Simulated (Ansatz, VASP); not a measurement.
One calculation of RbBr, two programs

```
Rb Br
1.0
     0.00000    3.50868    3.50868
     3.50868    0.00000    3.50868
     3.50868    3.50868    0.00000
Rb Br
1 1
Cartesian
  0.0000 0.0000 0.0000
  3.5087 3.5087 3.5087
```

Alike in both runs: task single point; functional PBE; k mesh 6 × 6 × 6; occupations gaussian, width 0.02 eV; no spin polarisation.

|  | VASP | Ansatz |
| --- | --- | --- |
| version | VASP 6.6.1 | Ansatz 0.2.0 |
| potentials or method | VASP PAW PBE potentials, release 64 (Rb_sv, Br), cutoff 520 eV | scalar-relativistic, plane waves, PAW |
| valence electrons in the cell | 16 | 16 |

```tsv
	VASP	Ansatz	Ansatz less VASP
gap on the k mesh at the Fermi level (eV)	4.19	4.19	+0.002
least direct gap on the mesh (eV)	4.19	4.19	+0.002
pressure (GPa)	0.0	0.0	-0.02
```

With one functional, cell and mesh, what is left measures potentials, basis and numerics.
